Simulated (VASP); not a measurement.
Input of a VASP 6.6.1 run:

INCAR

```
PREC = Accurate ; ENCUT = 520
EDIFF = 1E-6 ; ISMEAR = 0
SIGMA = 0.1 ; LREAL = F
LASPH = T ; NELM = 150
ALGO = Normal ; ISIF = 2
LWAVE = F ; LCHARG = T
ISPIN = 2 ; MAGMOM = 0.06 0.06 0.01 1.11
LORBIT = 11 ; NUPDOWN = 1.12
LMAXMIX = 4 ; GGA = PS
LELF = T ; LVHAR = T
NBANDS = 38
```

Contents of KPOINTS:

```
Automatic mesh
0
Gamma
  12 12 12
```

POSCAR

```
CoW3
1.0
    0.0000000000      3.0720842694      3.0720842694
    3.0720842694      0.0000000000      3.0720842694
    3.0720842694      3.0720842694      0.0000000000
W Co
3 1
Direct
    0.2500000000      0.2500000000      0.2500000000
    0.7500000000      0.7500000000      0.7500000000
    0.5000000000      0.5000000000      0.5000000000
    0.0000000000      0.0000000000      0.0000000000
```

Potentials or basis: VASP PAW PBE potentials, release 64 (W_sv, Co).

Command:

```sh
$ cat potpaw_PBE.64/W_sv/POTCAR potpaw_PBE.64/Co/POTCAR > POTCAR
$ mpirun -np 1 vasp_std > vasp.out
```

Q: Predict the pressure.

A: 0.1 GPa.

Caveat: the PAW data sets were made with another functional, which shifts forces and pressure a little; the total moment is fixed, so each spin has its own Fermi level.
